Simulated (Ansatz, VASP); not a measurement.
# Two plane-wave programs on Ge

The input INCAR:

```
SYSTEM = Ge
PREC = Accurate ; ENCUT = 520
EDIFF = 1E-7 ; ISMEAR = 0
SIGMA = 0.1 ; LREAL = .FALSE.
LASPH = .TRUE. ; NELM = 80
ALGO = Normal ; ISIF = 2
LWAVE = .FALSE. ; LCHARG = .FALSE.
GGA = PE ; NBANDS = 36
```

Contents of KPOINTS:

```
regular mesh
0
G
  6 6 2
  0 0 0
```

File POSCAR:

```
Ge
1.0
    2.9962801600     -1.9803119734      0.0000000000
    2.9962801600      1.9803119734      0.0000000000
    0.0000000000      0.0000000000      8.0781860689
Ge
4
Direct
    0.8500000000      0.1500000000      0.1170000000
    0.6500000000      0.3500000000      0.6170000000
    0.1500000000      0.8500000000      0.8830000000
    0.3500000000      0.6500000000      0.3830000000
```

Input for Ansatz:

```yaml
crystal:
  lattice:
    - [2.99628016, -1.9803119734, 0.0]
    - [2.99628016, 1.9803119734, 0.0]
    - [0.0, 0.0, 8.0781860689]
  atoms:
    - { symbol: Ge, position: [0.85, 0.15, 0.117] }
    - { symbol: Ge, position: [0.65, 0.35, 0.617] }
    - { symbol: Ge, position: [0.15, 0.85, 0.883] }
    - { symbol: Ge, position: [0.35, 0.65, 0.383] }
basis:
  ecutwfc: 420
kpoints:
  mp_grid: { grid: [6, 6, 2] }
hamiltonian:
  xc: pbe
scf:
  occupations: { method: gaussian, width: 0.1 }
  lower_state_search: "off"
output:
  forces: true
  stress: true
  eigenvalues: true
```

Alike in both runs: task single point; functional PBE; k mesh 6 × 6 × 2; occupations gaussian, width 0.1 eV; no spin polarisation.

```csv
,VASP,Ansatz
version,VASP 6.6.1,Ansatz 0.2.0
potentials or method,"VASP PAW PBE potentials, release 64 (Ge_d), cutoff 520 eV","scalar-relativistic, plane waves, PAW"
valence electrons in the cell,56,56
```

```csv
,VASP,Ansatz,Ansatz less VASP
gap on the k mesh at the Fermi level (eV),none,none,-
pressure (GPa),0.3,0.4,+0.05
"traceless stress, the component that is largest in VASP (GPa)",-7.12,-7.13,-0.008
rms of the force components (eV/Å),1.883,1.886,+0.0031
```

Atom by atom the forces differ by 0.003 eV/Å (rms over components). A gap of «none» marks a metal or a gap that the smearing closes. With one functional, cell and mesh, what is left measures potentials, basis and numerics.

The k mesh is coarse, so the values compare programs but aren't converged.
